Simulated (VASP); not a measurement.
A run of VASP 6.6.1 is set up as follows.

INCAR

```
PREC     = Accurate       # precision mode
ENCUT    = 520            # plane-wave cutoff, eV
EDIFF    = 1E-7           # SCF threshold, eV
ISMEAR   = 0              # smearing method
SIGMA    = 0.02           # smearing width, eV
LREAL    = False          # projectors in reciprocal space
LASPH    = True           # aspherical terms in the spheres
NELM     = 100            # most SCF steps
ALGO     = Normal         # electronic algorithm
ISIF     = 2              # what is computed and relaxed
LWAVE    = False          # write WAVECAR
LCHARG   = True           # write CHGCAR
GGA      = PE             # functional
LELF     = True           # ELF
LVHAR    = True         
NBANDS   = 35             # bands
```

Contents of KPOINTS:

```
Automatic mesh
0
Gamma
  12 12 2
```

Contents of POSCAR:

```
Te2Mo
1.0
    3.5566633055      0.0000000000      0.0000000000
   -1.7783316528      3.0801607753      0.0000000000
    0.0000000000      0.0000000000     15.3316115674
Te Mo
4 2
Direct
    0.3333333333      0.6666666667      0.6320701791
    0.6666666667      0.3333333333      0.1320701791
    0.6666666667      0.3333333333      0.3679298209
    0.3333333333      0.6666666667      0.8679298209
    0.3333333333      0.6666666667      0.2500000000
    0.6666666667      0.3333333333      0.7500000000
```

Potentials or basis: VASP PAW PBE potentials, release 64 (Te, Mo_sv).

Run with:

```console
$ cat potpaw_PBE.64/Te/POTCAR potpaw_PBE.64/Mo_sv/POTCAR > POTCAR
$ mpirun -np 1 vasp_std > vasp.out
```

Estimate the pressure.

0.0 GPa.

Estimate the largest force.

0.013 eV/Å.

Stress tensor (GPa, compression positive):
```
-0.01  0.00  0.00
 0.00 -0.01  0.00
 0.00  0.00  0.07
```

Caveat: this functional lacks dispersion, which binds the layers, so the pressure and a relaxed spacing across them are unreliable.
